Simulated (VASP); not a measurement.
Input of a VASP 6.6.1 run:

The input INCAR:

```
PREC = Accurate
ENCUT = 520
EDIFF = 1E-7
ISMEAR = -1
SIGMA = 0.1
LREAL = False
LASPH = True
NELM = 80
ALGO = Normal
ISIF = 2
LWAVE = False
LCHARG = False
GGA = PS
NBANDS = 15
```

The input KPOINTS:

```
regular mesh
0
Gamma
  12 12 12
```

Contents of POSCAR:

```
TaN
1.0
    0.0000000000      2.1790000000      2.1790000000
    2.1790000000      0.0000000000      2.1790000000
    2.1790000000      2.1790000000      0.0000000000
Ta N
1 1
Direct
    0.5000000000      0.5000000000      0.5000000000
    0.0000000000      0.0000000000      0.0000000000
```

Potentials or basis: VASP PAW PBE potentials, release 64 (Ta_pv, N).

The run is started by

```bash
$ cat potpaw_PBE.64/Ta_pv/POTCAR potpaw_PBE.64/N/POTCAR > POTCAR
$ mpirun -np 1 vasp_std > vasp.out
```

**Question.** Estimate the pressure.

**Answer.** 5.7 GPa.

**Question.** Estimate the band gap on the k mesh.

**Answer.** Zero (band 8 reaches 11.68 eV, above the bottom of band 9 at 7.48 eV).

Caveat: the PAW data sets were made with another functional, which shifts forces and pressure a little; spin-orbit coupling is left out, which moves the levels of the heavy elements.
